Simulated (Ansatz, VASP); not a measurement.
# Zn: VASP beside Ansatz

```xyz
1
Lattice="-1.5502 1.5502 1.5502 1.5502 -1.5502 1.5502 1.5502 1.5502 -1.5502" Properties=species:S:1:pos:R:3 pbc="T T T"
Zn    0.0000    0.0000    0.0000
```

Alike in both runs: task single point; functional PBE; k mesh 18 × 18 × 18; occupations gaussian, width 0.1 eV; no spin polarisation.

```csv
,VASP,Ansatz
version,VASP 6.6.1,Ansatz 0.2.0
potentials or method,"VASP PAW PBE potentials, release 64 (Zn), cutoff 520 eV","scalar-relativistic, plane waves, PAW"
valence electrons in the cell,12,12
```

Ansatz gave:

- gap on the k mesh at the Fermi level (eV): none
- pressure (GPa): 2.2

**Question.** What did VASP give for the same quantities?

**Answer.** gap on the k mesh at the Fermi level (eV): none; pressure (GPa): 2.6.

A gap of «none» marks a metal or a gap that the smearing closes. With one functional, cell and mesh, what is left measures potentials, basis and numerics.
